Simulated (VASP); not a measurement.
Runs of VASP 6.6.1 on SiC. The structure is that of space group Cm (No. 8), or close to it. The cells are those of the table. 

| cell | gap on the mesh (eV) | pressure (GPa) | largest force (eV/Å) |
| --- | --- | --- | --- |
| a = 3.078, b = 3.078, c = 10.087 Å, angles 87.8, 87.8, 60.0°, 8 atoms | 1.96 | -0.6 | 1.37 |
| a = 3.078, b = 3.078, c = 10.165 Å, angles 83.5, 83.5, 60.0°, 8 atoms | 0.57 | -2.1 | 1.62 |
| a = 3.078, b = 3.078, c = 10.319 Å, angles 79.3, 79.3, 60.0°, 8 atoms | 0.72 | -2.4 | 0.81 |
| a = 3.078, b = 3.078, c = 11.199 Å, angles 67.8, 67.8, 60.0°, 8 atoms | 2.24 | (b) | 1.35 |
| a = 3.078, b = 3.078, c = 10.841 Å, angles 71.4, 71.4, 60.0°, 8 atoms | 0.92 | (a) | 2.86 |

Alike in all rows: task single point; level r2SCAN; potentials or basis VASP PAW PBE potentials, release 64 (Si, C); no spin polarisation; k mesh 8 × 8 × 3; cutoff (eV) 520; smearing gaussian 0.05 eV.

Task: Fill in the values left out.

Result: (a) -0.4; (b) -0.5.

Caveats: the PAW data sets were made with another functional, which shifts forces and pressure a little; an odd mesh through Γ misses points on the zone boundary, where band edges can lie.
